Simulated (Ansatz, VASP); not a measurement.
# One calculation of AlN, two programs

```
CELL_PARAMETERS angstrom
0.00000 2.18399 2.18399
2.18399 0.00000 2.18399
2.18399 2.18399 0.00000
ATOMIC_POSITIONS crystal
Al 0.00000 0.00000 0.00000
N 0.25000 0.25000 0.25000
```

Alike in both runs: task relaxation of cell and atoms; functional revPBE; dispersion D3(BJ); k mesh 10 × 10 × 10; occupations fermi-dirac, width 0.05 eV; no spin polarisation.

|  | VASP | Ansatz |
| --- | --- | --- |
| version | VASP 6.6.1 | Ansatz 0.2.0 |
| potentials or method | VASP PAW PBE potentials, release 64 (Al, N), cutoff 600 eV | all-electron LAPW, scalar-relativistic |

Ansatz gave:

- relaxed volume (Å³/atom): 10.36
- relaxed cell length with the largest relative difference (Å): 3.083

Task: Which values does VASP return?

Result: Relaxed volume (Å³/atom): 10.33; relaxed cell length with the largest relative difference (Å): 3.080.

VASP's potentials were made for PBE, not for revPBE. Ansatz ran all-electron here, and VASP with PAW potentials.
